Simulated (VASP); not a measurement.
# NaCl (I4mm) in VASP: single point with PBE

Aim: the single point of NaCl with PBE.

All numbers are computed with VASP 6.6.1; they aren't measurements. Logs are shortened: lines on timing, memory, paths and dates and some standing lists are left out, and cuts for length are marked.

## 1. The cell of the first run

Symmetry: I4mm, No. 107, tetragonal system. Conventional cell: a = 4.005 Å, b = 4.005 Å, c = 5.663 Å, α = 90.00°, β = 90.00°, γ = 90.00°. Na (site symmetry 4mm) has 6 Cl at 2.68 to 2.98 Å within 3.5 Å. Within 3.5 Å of Cl (site symmetry 4mm) lie 6 Na at 2.68 to 2.98 Å.

## 2. Single point, PBE (one atom moved)

The input, INCAR:

```
SYSTEM = NaCl
PREC = Accurate ; ENCUT = 520
EDIFF = 1E-7 ; ISMEAR = 0
SIGMA = 0.02 ; LREAL = .False.
LASPH = .True. ; NELM = 80
ALGO = Normal ; ISIF = 2
LWAVE = .False. ; LCHARG = .True.
GGA = PE ; LELF = .True.
LVHAR = .True. ; NBANDS = 14
```

The input, KPOINTS:

```
regular mesh
0
Gamma
  8 8 8
  0 0 0
```

The input, POSCAR:

```
NaCl
1.0
    0.0000000000      2.8317500000      2.8317500000
    2.8317500000      0.0000000000      2.8317500000
    2.8317500000      2.8317500000      0.0000000000
Na Cl
1 1
Direct
    0.0264853889     -0.0264853889      0.0264853889
    0.5000000000      0.5000000000      0.5000000000
```

Potentials or basis: VASP PAW PBE potentials, release 64 (Na_pv, Cl).

The run is started by

```
cat potpaw_PBE.64/Na_pv/POTCAR potpaw_PBE.64/Cl/POTCAR > POTCAR
mpirun -np 1 vasp_std > vasp.out
```

OUTCAR:

```text
SYSTEM = NaCl
   PREC = Accurate
   ENCUT = 520
   EDIFF = 1E-7
   ISMEAR = 0
   LREAL = .False.
   LASPH = .True.
   NELM = 80
   ISIF = 2
   GGA = PE

 ion  position               nearest neighbor table
   1  0.026  0.974  0.026-   2 2.68
   2  0.500  0.500  0.500-   1 2.68

  LATTYP: Found a face centered cubic cell.
 ALAT       =     5.6635000000

  Lattice vectors:

 A1 = (   0.0000000000,   2.8317500000,   2.8317500000)
 A2 = (   2.8317500000,   0.0000000000,   2.8317500000)
 A3 = (   2.8317500000,   2.8317500000,   0.0000000000)

Analysis of symmetry for initial positions (statically):
=====================================================================
 Subroutine PRICEL returns:
 Original cell was already a primitive cell.

 Routine SETGRP: Setting up the symmetry group for a
 face centered cubic supercell.

 Subroutine GETGRP returns: Found  8 space group operations
 (whereof  8 operations were pure point group operations)
 out of a pool of 48 trial point group operations.

The static configuration has the point symmetry C_4v.

Analysis of symmetry for dynamics (positions and initial velocities):
=====================================================================
 Subroutine PRICEL returns:
 Original cell was already a primitive cell.

 Routine SETGRP: Setting up the symmetry group for a
 face centered cubic supercell.

 Subroutine GETGRP returns: Found  8 space group operations
 (whereof  8 operations were pure point group operations)
 out of a pool of 48 trial point group operations.

The dynamic configuration has the point symmetry C_4v.

 Subroutine INISYM returns: Found  8 space group operations
 (whereof  8 operations are pure point group operations),
 and found     1 'primitive' translations

----------------------------------------------------------------------------------------

                                     Primitive cell

  volume of cell :      45.4145

  direct lattice vectors                    reciprocal lattice vectors
     0.000000000  2.831750000  2.831750000    -0.176569259  0.176569259  0.176569259
     2.831750000  0.000000000  2.831750000     0.176569259 -0.176569259  0.176569259
     2.831750000  2.831750000  0.000000000     0.176569259  0.176569259 -0.176569259

  length of vectors
     4.004699255  4.004699255  4.004699255     0.305826928  0.305826928  0.305826928

  position of ions in fractional coordinates (direct lattice)
     0.026485389  0.973514611  0.026485389
     0.500000000  0.500000000  0.500000000

  ion indices of the primitive-cell ions
   primitive index   ion index
                 1           1
                 2           2

----------------------------------------------------------------------------------------

 KPOINTS: regular mesh

Automatic generation of k-mesh.
 Grid dimensions read from file:
 generate k-points for:    8    8    8

 Generating k-lattice:

  Cartesian coordinates                     Fractional coordinates (reciprocal lattice)
    -0.022071157  0.022071157  0.022071157     0.125000000  0.000000000  0.000000000
     0.022071157 -0.022071157  0.022071157     0.000000000  0.125000000  0.000000000
     0.022071157  0.022071157 -0.022071157     0.000000000  0.000000000  0.125000000

  Length of vectors
     0.038228366  0.038228366  0.038228366

  Shift w.r.t. Gamma in fractional coordinates (k-lattice)
     0.000000000  0.000000000  0.000000000

 Subroutine IBZKPT returns following result:
 ===========================================

 Found     59 irreducible k-points:

 Following reciprocal coordinates:
            Coordinates               Weight
  0.000000  0.000000  0.000000      1.000000
  0.125000  0.000000  0.000000      8.000000
  0.250000  0.000000  0.000000      8.000000
  0.375000  0.000000  0.000000      8.000000
  0.500000  0.000000  0.000000      4.000000
  0.125000  0.125000  0.000000      4.000000
[... 16 lines left out ...]
  0.250000  0.000000  0.375000      8.000000
  0.500000  0.250000  0.000000     16.000000
 [... further k-points ...]
   k-points           NKPTS =     59   k-points in BZ     NKDIM =     59   number of bands    NBANDS=     14
   number of dos      NEDOS =    301   number of ions     NIONS =      2
   total plane-waves  NPLWV =  27000
   dimension x,y,z NGX =    30 NGY =   30 NGZ =   30
   dimension x,y,z NGXF=    60 NGYF=   60 NGZF=   60
   ions per type =               1   1
   NGX,Y,Z   is equivalent  to a cutoff of  12.45, 12.45, 12.45 a.u.
   NGXF,Y,Z  is equivalent  to a cutoff of  24.91, 24.91, 24.91 a.u.
 SYSTEM =  NaCl
   PREC   = accura    normal or accurate (medium, high low for compatibility)
   ISTART =      0    job   : 0-new  1-cont  2-samecut
   ICHARG =      2    charge: 1-file 2-atom 10-const
   ISPIN  =      1    spin polarized calculation?
   LNONCOLLINEAR =      F non collinear calculations
   LSORBIT =      F    spin-orbit coupling
   LASPH  =      T    aspherical Exc in radial PAW
   ENCUT  =  520.0 eV  38.22 Ry    6.18 a.u.   7.45  7.45  7.45*2*pi/ulx,y,z
   NELM   =     80;   NELMIN=  2; NELMDL= -5     # of ELM steps
   EDIFF  = 0.1E-06   stopping-criterion for ELM
   LREAL  =      F    real-space projection
   EDIFFG = 0.1E-05   stopping-criterion for IOM
   NSW    =      0    number of steps for IOM
   IBRION =     -1    ionic relax: 0-MD 1-quasi-New 2-CG
   NFREE  =      0    steps in history (QN), initial steepest desc. (CG)
   ISIF   =      2    stress and relaxation
   ISYM   =      2    0-nonsym 1-usesym 2-fastsym
   POTIM  = 0.5000    time-step for ionic-motion
   TEBEG  =    0.0;   TEEND  =   0.0 temperature during run
   PSTRESS=    0.0 pullay stress
   NELECT =      14.0000    total number of electrons
   NUPDOWN=      -1.0000    fix difference up-down
   EMIN   =  10.00;   EMAX   =-10.00  energy-range for DOS
   EFERMI =   0.00;   METHOD = LEGACY
   ISMEAR =     0;   SIGMA  =   0.02  broadening in eV -4-tet -1-fermi 0-gaus
   EFERMI_NEDOS =   21; number of points for ismear=-14 and -15
   IALGO  =     38    algorithm
   IMIX   =      4    mixing-type and parameters
     AMIX     =   0.40;   BMIX     =  1.00
     AMIX_MAG =   1.60;   BMIX_MAG =  1.00
  volume/ion in A,a.u.               =      22.71       153.24
  Fermi-wavevector in a.u.,A,eV,Ry     =   1.105909  2.089864 16.640388  1.223034
  Thomas-Fermi vector in A             =   2.242402
   LORBIT       =      0    0 simple, 1 ext, 2 COOP (PROOUT), +10 PAW based schemes
   GGA     = PE    functional components
   LHFCALC =     F    Hartree Fock is set to
   AEXX    =    0.0000 exact exchange contribution
   IVDW    =     0    specifies the selected vdW correction
   LEPSILON=     F    determine dielectric tensor
   LRPA    =     F    only Hartree local field effects (RPA)
 non-spin polarized calculation
 Gauss-broadening in eV      SIGMA  =   0.02
  energy-cutoff  :      520.00
  volume of cell :       45.41
 maximum number of plane-waves:      1243
 NGX is ok and might be reduce to    30
   NGX = 15   NGY = 15   NGZ = 15

 number of electron      13.9999997 magnetization

 Free energy of the ion-electron system (eV)
  ---------------------------------------------------
  ext. energy  EPLUGINS =         0.00000000
  ---------------------------------------------------
  free energy    TOTEN  =        -6.76149111 eV

  energy without entropy =       -6.76149111  energy(sigma->0) =       -6.76149111

 E-fermi :  -0.6521     XC(G=0):  -8.1086

 val. band max:       -0.8067216608   @ k =   0.0000   0.0000   0.0000
 cond. band min:       4.2567117155   @ k =   0.0000   0.0000   0.0000
 fundamental gap:      5.0634333763
 Fermi energy:        -0.6520531113

 k-point     1 :       0.0000    0.0000    0.0000
  band No.  band energies     occupation
      1     -21.6385      2.00000
      2     -21.6373      2.00000
      3     -21.6373      2.00000
      4     -13.4370      2.00000
      5      -0.8144      2.00000
      6      -0.8067      2.00000
      7      -0.8067      2.00000
      8       4.2567      0.00000
      9      10.3118      0.00000
     10      10.3118      0.00000
     11      10.3178      0.00000
     12      12.4547      0.00000
     13      12.4948      0.00000
     14      14.0122      0.00000

 k-point     2 :       0.1250    0.0000    0.0000
  band No.  band energies     occupation
      1     -21.6420      2.00000
      2     -21.6382      2.00000
      3     -21.6376      2.00000
      4     -13.3918      2.00000
      5      -1.1693      2.00000
      6      -0.8505      2.00000
      7      -0.8458      2.00000
      8       4.7465      0.00000
      9       9.7644      0.00000
     10      10.4985      0.00000
     11      10.5029      0.00000
     12      12.1848      0.00000
     13      12.2263      0.00000
     14      14.9095      0.00000

 k-point     3 :       0.2500    0.0000    0.0000
  band No.  band energies     occupation
      1     -21.6518      2.00000
      2     -21.6390      2.00000
      3     -21.6383      2.00000
      4     -13.2796      2.00000
      5      -1.8805      2.00000
      6      -0.9417      2.00000
      7      -0.9372      2.00000
      8       5.7216      0.00000
      9       9.1742      0.00000
     10      10.5709      0.00000
     11      10.5855      0.00000
     12      12.3936      0.00000
     13      12.4301      0.00000
     14      14.6926      0.00000
[... 324 lines left out ...]
 k-point    23 :       0.2500    0.0000    0.3750
  band No.  band energies     occupation
      1     -21.6553      2.00000
      2     -21.6429      2.00000
      3     -21.6422      2.00000
      4     -13.1579      2.00000
      5      -2.1616      2.00000
      6      -1.2856      2.00000
      7      -1.2072      2.00000
      8       6.8464      0.00000
      9       8.0806      0.00000
     10       9.5294      0.00000
     11      11.7390      0.00000
     12      12.4895      0.00000
     13      14.1626      0.00000
     14      17.1364      0.00000

 k-point    24 :       0.5000    0.2500    0.0000
  band No.  band energies     occupation
      1     -21.6579      2.00000
      2     -21.6458      2.00000
      3     -21.6426      2.00000
      4     -13.0903      2.00000
      5      -2.3409      2.00000
      6      -1.5523      2.00000
      7      -1.2336      2.00000
      8       7.3346      0.00000
      9       8.4105      0.00000
     10       9.3123      0.00000
     11      11.3968      0.00000
     12      13.1468      0.00000
     13      15.3988      0.00000
     14      16.1533      0.00000

 [... further k-points ...]

------------------------ aborting loop because EDIFF is reached ----------------------------------------

  FORCE on cell =-STRESS in cart. coord.  units (eV):
  Direction    XX          YY          ZZ          XY          YZ          ZX
  --------------------------------------------------------------------------------------
  -------------------------------------------------------------------------------------
  Total        0.0967823      0.3442527      0.0967823     -0.0000000      0.0000000     -0.0000000
  in kB        3.4143811     12.1448807      3.4143811     -0.0000000      0.0000000     -0.0000000
  external PRESSURE =       6.3245476 kB  Pullay stress =       0.0000000 kB

 VOLUME and BASIS-vectors are now :
 -----------------------------------------------------------------------------
  energy-cutoff  :      520.00
  volume of cell :       45.41
      direct lattice vectors                 reciprocal lattice vectors
     0.000000000  2.831750000  2.831750000    -0.176569259  0.176569259  0.176569259
     2.831750000  0.000000000  2.831750000     0.176569259 -0.176569259  0.176569259
     2.831750000  2.831750000  0.000000000     0.176569259  0.176569259 -0.176569259

 POSITION                                       TOTAL-FORCE (eV/Angst)
 -----------------------------------------------------------------------------------
      2.83175      0.15000      2.83175         0.000000     -0.214731      0.000000
      2.83175      2.83175      2.83175         0.000000      0.214731      0.000000
 -----------------------------------------------------------------------------------
    total drift:                               -0.000003      0.000035     -0.000003

  FREE ENERGIE OF THE ION-ELECTRON SYSTEM (eV)
  ---------------------------------------------------
  free  energy   TOTEN  =        -6.7614911119 eV

  energy  without entropy=       -6.7614911119  energy(sigma->0) =       -6.76149111
```

It took 33 s on 1 thread of Intel Xeon Platinum 8488C (Sapphire Rapids), shared host; peak memory 0.17 GiB.

What came out:

* Free energy: -6.7615 eV
* Pressure: 0.6 GPa
* Largest force: 0.215 eV/Å
* Band gap on the k mesh: 5.06 eV

Forces in eV/Å, atoms in the order of the input:
```
Na   0.000 -0.215  0.000
Cl   0.000  0.215  0.000
```

Caveat: the cell differs from its parent crystal (one atom moved). A k mesh can miss the band edges.
